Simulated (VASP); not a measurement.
Set up this calculation in VASP 6.6.1, as the native input.

```
Task                   : single point
Functional             : PBE
Dispersion             : D3(BJ)
Potentials or basis    : VASP PAW PBE potentials, release 64 (Sn_d, O)
Cutoff                 : 520 eV
k mesh                 : 7 × 7 × 6
Occupations            : fermi-dirac, width 0.05 eV
Spin                   : no spin polarisation
Dipole correction      : no
Further INCAR settings : ALGO = Normal; EDIFF = 1e-06; NBANDS = 28
```

The structure of SnO lies in POSCAR:

```
SnO
1.0
    3.8376362747      0.0000000000      0.0000000000
    0.0000000000      3.8376362747      0.0000000000
    0.0000000000      0.0000000000      4.7638317814
Sn O
2 2
Direct
    0.5000000000      0.0000000000      0.7568718637
    0.0000000000      0.5000000000      0.2431281363
    0.0000000000      0.0000000000      0.0000000000
    0.5000000000      0.5000000000      0.0000000000
```

One way to write it, as run:

INCAR

```
SYSTEM = SnO
PREC = Accurate
ENCUT = 520
EDIFF = 1E-6
ISMEAR = -1
SIGMA = 0.05
LREAL = .FALSE.
LASPH = .TRUE.
NELM = 80
ALGO = Normal
ISIF = 2
LWAVE = .FALSE.
LCHARG = .FALSE.
GGA = PE
IVDW = 12
NBANDS = 28
```

KPOINTS

```
regular mesh
0
G
  7 7 6
  0 0 0
```

Potentials or basis: VASP PAW PBE potentials, release 64 (Sn_d, O).

Command:

```sh
$ cat potpaw_PBE.64/Sn_d/POTCAR potpaw_PBE.64/O/POTCAR > POTCAR
$ mpirun -np 1 vasp_std > vasp.out
```

Results of the run:

- Pressure: 0.2 GPa
- Largest force: 0.079 eV/Å
- Band gap on the k mesh: 0.25 eV, indirect (least direct gap 1.97 eV)
- Dispersion energy per atom: -0.235 eV

Caveat: spin-orbit coupling is left out, which moves the levels of the heavy elements.

Wall time 28 s on 1 thread of Intel(R) Xeon(R) 6975P-C (Granite Rapids) (shared host), peak memory 0.21 GiB.
